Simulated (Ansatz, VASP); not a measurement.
# Ta2MnSe6: VASP beside Ansatz

```
CELL_PARAMETERS angstrom
0.00000 4.98194 4.98194
4.98194 0.00000 4.98194
4.98194 4.98194 0.00000
ATOMIC_POSITIONS crystal
Ta 0.25000 0.25000 0.25000
Ta 0.75000 0.75000 0.75000
Mn 0.00000 0.00000 0.00000
Se 0.75000 0.25000 0.25000
Se 0.25000 0.75000 0.75000
Se 0.25000 0.75000 0.25000
Se 0.75000 0.25000 0.75000
Se 0.25000 0.25000 0.75000
Se 0.75000 0.75000 0.25000
```

Change from the starting cell: ordered vacancies on the cation sites of perovskite (Fm-3m, No. 225).

Alike in both runs: task single point; functional PBE; k mesh 4 × 4 × 4; occupations gaussian, width 0.1 eV; collinear spin.

|  | VASP | Ansatz |
| --- | --- | --- |
| version | VASP 6.6.1 | Ansatz 0.2.0 |
| potentials or method | VASP PAW PBE potentials, release 64 (Ta_pv, Mn_pv, Se), cutoff 520 eV | scalar-relativistic, plane waves, PAW |
| valence electrons in the cell | 71 | 137 |

Ansatz gave:

- gap on the k mesh at the Fermi level (eV): none
- pressure (GPa): -11.8
- net moment per atom (μB): 0.63
- size of the moment on the site where the two differ most (μB): 2.06

Question: Which values does VASP return?

Answer: gap on the k mesh at the Fermi level (eV): none; pressure (GPa): -13.1; net moment per atom (μB): 0.29; size of the moment on the site where the two differ most (μB): 0.02.

The net moments are unlike, so the other rows may belong to different states. Site moments also hang on the region over which each program counts them. A gap of «none» marks a metal or a gap that the smearing closes. VASP's potentials hold 71 valence electrons a cell and Ansatz's 137, so a difference there can come from the potentials and not from the codes.

Spin-orbit coupling is off throughout.
